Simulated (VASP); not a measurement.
# W (P6_3/mmc) in VASP: further runs

W is run at these levels: PBEsol; tasks: relaxation of cell and atoms, single point.

Everything below comes from runs of VASP 6.6.1. Logs are shortened: lines on timing, memory, paths and dates and some standing lists are left out, and cuts for length are marked.

## (1) The cell of the first run

It takes space group P6_3/mmc (No. 194, hexagonal). The conventional cell has a = 2.686 Å, b = 2.686 Å, c = 4.703 Å, α = 90.00°, β = 90.00°, γ = 120.00°. W (site symmetry -6m2) has 12 W at 2.69 to 2.82 Å within 3.5 Å.

## (2) Relaxation of cell and atoms, PBEsol, target pressure 31 GPa, at which the enthalpy is minimised

Contents of INCAR:

```
SYSTEM = W
PREC = Accurate
ENCUT = 600
EDIFF = 1E-6
ISMEAR = -1
SIGMA = 0.1
LREAL = .False.
LASPH = .True.
NELM = 100
ALGO = Normal
ISIF = 3
LWAVE = .False.
LCHARG = .False.
GGA = PS
IBRION = 2
NSW = 32
EDIFFG = -0.005
PSTRESS = 310.0
```

Contents of KPOINTS:

```
regular mesh
0
Gamma
  16 16 9
  0 0 0
```

Contents of POSCAR:

```
W
1.0
    2.6857793678      0.0000000000      0.0000000000
   -1.3428896839      2.3259531615      0.0000000000
    0.0000000000      0.0000000000      4.7032017071
W
2
Direct
    0.3333333333      0.6666666667      0.2500000000
    0.6666666667      0.3333333333      0.7500000000
```

Potentials or basis: VASP PAW PBE potentials, release 64 (W_sv).

Command:

```console
$ cat potpaw_PBE.64/W_sv/POTCAR > POTCAR
$ mpirun -np 1 vasp_std > vasp.out
```

OUTCAR:

```text
SYSTEM = W
   PREC = Accurate
   ENCUT = 600
   EDIFF = 1E-6
   ISMEAR = -1
   LREAL = .False.
   LASPH = .True.
   NELM = 100
   ISIF = 3
   GGA = PS
   IBRION = 2
   NSW = 32
   EDIFFG = -0.005
   PSTRESS = 310.0

 ion  position               nearest neighbor table
   1  0.333  0.667  0.250-   2 2.82   2 2.82   2 2.82   2 2.82   2 2.82   2 2.82
   2  0.667  0.333  0.750-   1 2.82   1 2.82   1 2.82   1 2.82   1 2.82   1 2.82

  LATTYP: Found a hexagonal cell.
 ALAT       =     2.6857793678
 C/A-ratio  =     1.7511496899

  Lattice vectors:

 A1 = (   2.6857793678,   0.0000000000,   0.0000000000)
 A2 = (  -1.3428896839,   2.3259531615,   0.0000000000)
 A3 = (   0.0000000000,   0.0000000000,   4.7032017071)

Analysis of symmetry for initial positions (statically):
=====================================================================
 Subroutine PRICEL returns:
 Original cell was already a primitive cell.

 Routine SETGRP: Setting up the symmetry group for a
 hexagonal supercell.

 Subroutine GETGRP returns: Found 24 space group operations
 (whereof 12 operations were pure point group operations)
 out of a pool of 24 trial point group operations.

The static configuration has the point symmetry D_3d.
 The point group associated with its full space group is D_6h.

Analysis of symmetry for dynamics (positions and initial velocities):
=====================================================================
 Subroutine PRICEL returns:
 Original cell was already a primitive cell.

 Routine SETGRP: Setting up the symmetry group for a
 hexagonal supercell.

 Subroutine GETGRP returns: Found 24 space group operations
 (whereof 12 operations were pure point group operations)
 out of a pool of 24 trial point group operations.

The dynamic configuration has the point symmetry D_3d.
 The point group associated with its full space group is D_6h.

 Subroutine INISYM returns: Found 24 space group operations
 (whereof 12 operations are pure point group operations),
 and found     1 'primitive' translations

----------------------------------------------------------------------------------------

                                     Primitive cell

  volume of cell :      29.3809

  direct lattice vectors                    reciprocal lattice vectors
     2.685779368  0.000000000  0.000000000     0.372331403  0.214965636  0.000000000
    -1.342889684  2.325953162  0.000000000     0.000000000  0.429931271  0.000000000
     0.000000000  0.000000000  4.703201707     0.000000000  0.000000000  0.212621117

  length of vectors
     2.685779368  2.685779368  4.703201707     0.429931271  0.429931271  0.212621117

  position of ions in fractional coordinates (direct lattice)
     0.333333333  0.666666667  0.250000000
     0.666666667  0.333333333  0.750000000

  ion indices of the primitive-cell ions
   primitive index   ion index
                 1           1
                 2           2

----------------------------------------------------------------------------------------

 KPOINTS: regular mesh

Automatic generation of k-mesh.
 Grid dimensions read from file:
 generate k-points for:   16   16    9

 Generating k-lattice:

  Cartesian coordinates                     Fractional coordinates (reciprocal lattice)
     0.023270713  0.013435352  0.000000000     0.062500000 -0.000000000  0.000000000
     0.000000000  0.026870704  0.000000000     0.000000000  0.062500000  0.000000000
     0.000000000  0.000000000  0.023624569     0.000000000  0.000000000  0.111111111

  Length of vectors
     0.026870704  0.026870704  0.023624569

  Shift w.r.t. Gamma in fractional coordinates (k-lattice)
     0.000000000  0.000000000  0.000000000

 Subroutine IBZKPT returns following result:
 ===========================================

 Found    150 irreducible k-points:

 Following reciprocal coordinates:
            Coordinates               Weight
  0.000000  0.000000  0.000000      1.000000
  0.062500  0.000000  0.000000      6.000000
  0.125000  0.000000  0.000000      6.000000
  0.187500  0.000000  0.000000      6.000000
  0.250000  0.000000  0.000000      6.000000
  0.312500  0.000000  0.000000      6.000000
[... 16 lines left out ...]
  0.187500  0.187500  0.000000      6.000000
  0.250000  0.187500  0.000000     12.000000
 [... further k-points ...]
   k-points           NKPTS =    150   k-points in BZ     NKDIM =    150   number of bands    NBANDS=     18
   number of dos      NEDOS =    301   number of ions     NIONS =      2
   total plane-waves  NPLWV =  23040
   dimension x,y,z NGX =    24 NGY =   24 NGZ =   40
   dimension x,y,z NGXF=    48 NGYF=   48 NGZF=   80
   ions per type =               2
   NGX,Y,Z   is equivalent  to a cutoff of  14.86, 14.86, 14.14 a.u.
   NGXF,Y,Z  is equivalent  to a cutoff of  29.71, 29.71, 28.28 a.u.
 SYSTEM =  W
   PREC   = accura    normal or accurate (medium, high low for compatibility)
   ISTART =      0    job   : 0-new  1-cont  2-samecut
   ICHARG =      2    charge: 1-file 2-atom 10-const
   ISPIN  =      1    spin polarized calculation?
   LNONCOLLINEAR =      F non collinear calculations
   LSORBIT =      F    spin-orbit coupling
   LASPH  =      T    aspherical Exc in radial PAW
   ENCUT  =  600.0 eV  44.10 Ry    6.64 a.u.   5.36  5.36  9.39*2*pi/ulx,y,z
   NELM   =    100;   NELMIN=  2; NELMDL= -5     # of ELM steps
   EDIFF  = 0.1E-05   stopping-criterion for ELM
   LREAL  =      F    real-space projection
   EDIFFG = -.5E-02   stopping-criterion for IOM
   NSW    =     32    number of steps for IOM
   IBRION =      2    ionic relax: 0-MD 1-quasi-New 2-CG
   NFREE  =      1    steps in history (QN), initial steepest desc. (CG)
   ISIF   =      3    stress and relaxation
   ISYM   =      2    0-nonsym 1-usesym 2-fastsym
   POTIM  = 0.5000    time-step for ionic-motion
   TEBEG  =    0.0;   TEEND  =   0.0 temperature during run
   PSTRESS=  310.0 pullay stress
   NELECT =      28.0000    total number of electrons
   NUPDOWN=      -1.0000    fix difference up-down
   EMIN   =  10.00;   EMAX   =-10.00  energy-range for DOS
   EFERMI =   0.00;   METHOD = LEGACY
   ISMEAR =    -1;   SIGMA  =   0.10  broadening in eV -4-tet -1-fermi 0-gaus
   EFERMI_NEDOS =   21; number of points for ismear=-14 and -15
   IALGO  =     38    algorithm
   IMIX   =      4    mixing-type and parameters
     AMIX     =   0.40;   BMIX     =  1.00
     AMIX_MAG =   1.60;   BMIX_MAG =  1.00
  volume/ion in A,a.u.               =      14.69        99.14
  Fermi-wavevector in a.u.,A,eV,Ry     =   1.611038  3.044421 35.313166  2.595445
  Thomas-Fermi vector in A             =   2.706493
   LORBIT       =      0    0 simple, 1 ext, 2 COOP (PROOUT), +10 PAW based schemes
   GGA     = PS    functional components
   LHFCALC =     F    Hartree Fock is set to
   AEXX    =    0.0000 exact exchange contribution
   IVDW    =     0    specifies the selected vdW correction
   LEPSILON=     F    determine dielectric tensor
   LRPA    =     F    only Hartree local field effects (RPA)
 conjugate gradient relaxation of ions
 non-spin polarized calculation
  energy-cutoff  :      600.00
  volume of cell :       29.38
 maximum number of plane-waves:      1003
 NGX is ok and might be reduce to    24
   NGX = 11   NGY = 11   NGZ = 19

--------------------------------------- Ionic step        1  -------------------------------------------

 number of electron      28.0000002 magnetization

 Free energy of the ion-electron system (eV)
  ---------------------------------------------------
  ext. energy  EPLUGINS =         0.00000000
  ---------------------------------------------------
  free energy    TOTEN  =       -26.35828045 eV

  energy without entropy =      -26.29475972  energy(sigma->0) =      -26.32652009

------------------------ aborting loop because EDIFF is reached ----------------------------------------

  FORCE on cell =-STRESS in cart. coord.  units (eV):
  Direction    XX          YY          ZZ          XY          YZ          ZX
  --------------------------------------------------------------------------------------
  -------------------------------------------------------------------------------------
  Total        5.9118423      5.9118423      5.8732836     -0.0000000      0.0000000     -0.0000000
  in kB      322.3803182    322.3803182    320.2776647     -0.0000000      0.0000000     -0.0000000
  external PRESSURE =      11.6794337 kB  Pullay stress =     310.0000000 kB
[... 61 lines left out ...]
  enthalpy is  TOTEN    =       -20.6676852674 eV   P V=        5.7733729584

--------------------------------------- Ionic step        3  -------------------------------------------

 number of electron      28.0000003 magnetization

 Free energy of the ion-electron system (eV)
  ---------------------------------------------------
  ext. energy  EPLUGINS =         0.00000000
  ---------------------------------------------------
  free energy    TOTEN  =       -26.37502618 eV

  energy without entropy =      -26.31131113  energy(sigma->0) =      -26.34316866

 E-fermi :  11.9500     XC(G=0): -14.1637

 val. band max:       11.9413689229   @ k =   0.3125   0.0625   0.0000
 cond. band min:      11.9642085352   @ k =   0.5000   0.0000   0.2222
 fundamental gap:      0.0228396123
 Fermi energy:        11.9499830058

 k-point     1 :       0.0000    0.0000    0.0000
  band No.  band energies     occupation
      1     -61.5867      2.00000
      2     -61.4586      2.00000
      3     -26.6071      2.00000
      4     -25.2095      2.00000
      5     -25.0887      2.00000
      6     -25.0887      2.00000
[... 10 lines left out ...]
     17      14.0356      0.00000
     18      14.0356      0.00000
[... 466 lines left out ...]
      2     -61.3579      2.00000
      3     -26.2728      2.00000
      4     -26.1880      2.00000
      5     -26.0311      2.00000
      6     -25.6059      2.00000
[... 10 lines left out ...]
     17      16.5592      0.00000
     18      16.6808      0.00000

 [... further k-points ...]
[... 5 lines left out ...]
  --------------------------------------------------------------------------------------
  -------------------------------------------------------------------------------------
  Total        5.7057496      5.7057496      5.7111872     -0.0000000     -0.0000000     -0.0000000
  in kB      310.2465721    310.2465721    310.5422345     -0.0000000     -0.0000000     -0.0000000
  external PRESSURE =       0.3451262 kB  Pullay stress =     310.0000000 kB
[... 17 lines left out ...]
  FREE ENERGIE OF THE ION-ELECTRON SYSTEM (eV)
  ---------------------------------------------------
  free  energy   TOTEN  =       -26.3750261812 eV

  energy  without entropy=      -26.3113111291  energy(sigma->0) =      -26.34316866

  enthalpy is  TOTEN    =       -20.6738112522 eV   P V=        5.7012149290

 reached required accuracy - stopping structural energy minimisation
```

Wall time 58 s (1 thread of Intel Xeon 6975P-C (Granite Rapids), shared host); peak memory 0.22 GiB.

What came out:

| Quantity | Value |
| --- | --- |
| Free energy | -26.3750 eV |
| Relaxed volume | 14.73 Å³/atom |
| Relaxed cell | a = 2.689 Å, b = 2.689 Å, c = 4.707 Å, α = 90.00°, β = 90.00°, γ = 120.00° |
| Space group after relaxing (to 0.05 Å) | P6_3/mmc (No. 194) |
| Energy change on relaxing (the enthalpy is what falls) | -8.4 meV/atom |
| Ionic steps | 3 |
| Pressure after relaxing | 31.0 GPa |
| Band gap on the k mesh | zero (band 14 reaches 13.32 eV, above the bottom of band 15 at 11.46 eV) |

The path:
```csv
step,energy change (eV),largest force (eV/Å),pressure (GPa),volume (Å³)
1,0.0000,0.0000,32.17,29.38
2,-0.0828,0.0000,25.81,29.84
3,-0.0167,0.0000,31.03,29.47
```

Final structure:
```
CELL_PARAMETERS angstrom
2.68852 0.00000 0.00000
-1.34426 2.32832 0.00000
0.00000 0.00000 4.70718
ATOMIC_POSITIONS crystal
W 0.33333 0.66667 0.25000
W 0.66667 0.33333 0.75000
```

Levels at points of the mesh, in eV from the Fermi level:
| k point | band 11 | band 12 | band 13 | band 14 | band 15 | band 16 | band 17 | band 18 |
| --- | --- | --- | --- | --- | --- | --- | --- | --- |
| (0.00, 0.00, 0.00) | -1.78 | -0.60 | -0.60 | 0.13 | 0.13 | 0.20 | 2.09 | 2.09 |
| (0.50, 0.00, 0.00) | -5.11 | -1.31 | -0.81 | -0.45 | -0.27 | 5.55 | 6.43 | 6.84 |

Caveat: the cell is relaxed towards a set pressure, so the enthalpy falls and the energy may rise; the PAW data sets were made with another functional, which shifts forces and pressure a little; spin-orbit coupling is left out, which moves the levels of the heavy elements.

## (3) Single point, PBEsol

Contents of INCAR:

```
SYSTEM = W
PREC = Accurate ; ENCUT = 520
EDIFF = 1E-6 ; ISMEAR = -1
SIGMA = 0.1 ; LREAL = .False.
LASPH = .True. ; NELM = 100
ALGO = Normal ; ISIF = 2
LWAVE = .False. ; LCHARG = .False.
GGA = PS ; NBANDS = 21
```

KPOINTS is that of step 2.

POSCAR is that of step 2.

Potentials or basis: VASP PAW PBE potentials, release 64 (W_sv).

Command:

```console
$ cat potpaw_PBE.64/W_sv/POTCAR > POTCAR
$ mpirun -np 1 vasp_std > vasp.out
```

OUTCAR:

```text
SYSTEM = W
   PREC = Accurate
   ENCUT = 520
   EDIFF = 1E-6
   ISMEAR = -1
   LREAL = .False.
   LASPH = .True.
   NELM = 100
   ISIF = 2
   GGA = PS

 ion  position               nearest neighbor table
   1  0.333  0.667  0.250-   2 2.82   2 2.82   2 2.82   2 2.82   2 2.82   2 2.82
   2  0.667  0.333  0.750-   1 2.82   1 2.82   1 2.82   1 2.82   1 2.82   1 2.82

  LATTYP: Found a hexagonal cell.
 ALAT       =     2.6857793678
 C/A-ratio  =     1.7511496899

  Lattice vectors:

 A1 = (   2.6857793678,   0.0000000000,   0.0000000000)
 A2 = (  -1.3428896839,   2.3259531615,   0.0000000000)
 A3 = (   0.0000000000,   0.0000000000,   4.7032017071)

Analysis of symmetry for initial positions (statically):
=====================================================================
 Subroutine PRICEL returns:
 Original cell was already a primitive cell.

 Routine SETGRP: Setting up the symmetry group for a
 hexagonal supercell.

 Subroutine GETGRP returns: Found 24 space group operations
 (whereof 12 operations were pure point group operations)
 out of a pool of 24 trial point group operations.

The static configuration has the point symmetry D_3d.
 The point group associated with its full space group is D_6h.
[... 159 lines left out ...]

  energy without entropy =      -26.29455463  energy(sigma->0) =      -26.32631455

 E-fermi :  11.9943     XC(G=0): -14.1804

 val. band max:       11.9840063784   @ k =   0.3125   0.0625   0.0000
 cond. band min:      12.0066414225   @ k =   0.5000   0.0000   0.2222
 fundamental gap:      0.0226350442
 Fermi energy:        11.9942983087

 k-point     1 :       0.0000    0.0000    0.0000
  band No.  band energies     occupation
      1     -61.5386      2.00000
      2     -61.4090      2.00000
      3     -26.5679      2.00000
      4     -25.1573      2.00000
      5     -25.0356      2.00000
      6     -25.0356      2.00000
[... 565 lines left out ...]
     20      22.3054      0.00000
     21      24.8489      0.00000

 [... further k-points ...]

------------------------ aborting loop because EDIFF is reached ----------------------------------------

  FORCE on cell =-STRESS in cart. coord.  units (eV):
  Direction    XX          YY          ZZ          XY          YZ          ZX
  --------------------------------------------------------------------------------------
  -------------------------------------------------------------------------------------
  Total        5.9036538      5.9036538      5.8676632      0.0000000     -0.0000000     -0.0000000
  in kB      321.9337877    321.9337877    319.9711732      0.0000000     -0.0000000     -0.0000000
  external PRESSURE =     321.2795829 kB  Pullay stress =       0.0000000 kB

 VOLUME and BASIS-vectors are now :
 -----------------------------------------------------------------------------
  energy-cutoff  :      520.00
  volume of cell :       29.38
      direct lattice vectors                 reciprocal lattice vectors
     2.685779368  0.000000000  0.000000000     0.372331403  0.214965636  0.000000000
    -1.342889684  2.325953162  0.000000000     0.000000000  0.429931271  0.000000000
     0.000000000  0.000000000  4.703201707     0.000000000  0.000000000  0.212621117

 POSITION                                       TOTAL-FORCE (eV/Angst)
 -----------------------------------------------------------------------------------
     -0.00000      1.55064      1.17580         0.000000     -0.000000      0.000000
      1.34289      0.77532      3.52740        -0.000000      0.000000      0.000000
 -----------------------------------------------------------------------------------
    total drift:                               -0.000000      0.000000     -0.000000

  FREE ENERGIE OF THE ION-ELECTRON SYSTEM (eV)
  ---------------------------------------------------
  free  energy   TOTEN  =       -26.3580744801 eV

  energy  without entropy=      -26.2945546282  energy(sigma->0) =      -26.32631455
```

stdout:

```text
POSCAR found type information on POSCAR W
 POSCAR found :  1 types and       2 ions
 scaLAPACK will be used
 -----------------------------------------------------------------------------
|                                                                             |
|                                                                             |
|     You enforced a specific xc type in the INCAR file but a different       |
|     I HOPE YOU KNOW WHAT YOU ARE DOING!                                     |
|                                                                             |
 -----------------------------------------------------------------------------

 LDA part: xc-table for (Slater+PW92), standard interpolation
 POSCAR, INCAR and KPOINTS ok, starting setup
 FFT: planning ... GRIDC
 FFT: planning ... GRID_SOFT
 FFT: planning ... GRID
 WAVECAR not read
 entering main loop
```

Wall time 24 s (1 thread of Intel Xeon 6975P-C (Granite Rapids), shared host); peak memory 0.19 GiB.

Results:

```
Free energy            : -26.3581 eV
Pressure               : 32.1 GPa
Band gap on the k mesh : zero (band 14 reaches 13.37 eV, above the bottom of band 15 at 11.49 eV)
```

Stress tensor (GPa, compression positive):
```
32.19  0.00  0.00
 0.00 32.19  0.00
 0.00  0.00 32.00
```

Levels at points of the mesh, in eV from the Fermi level:
```csv
k point,band 10,band 11,band 12,band 13,band 14,band 15,band 16,band 17,band 18,band 19
"(0.00, 0.00, 0.00)",-6.44,-1.79,-0.61,-0.61,0.12,0.12,0.21,2.09,2.09,4.91
"(0.50, 0.00, 0.00)",-5.53,-5.13,-1.32,-0.81,-0.45,-0.27,5.57,6.45,6.87,7.75
```

Caveat: the PAW data sets were made with another functional, which shifts forces and pressure a little; spin-orbit coupling is left out, which moves the levels of the heavy elements.

(Continued in part 2 of 2.)
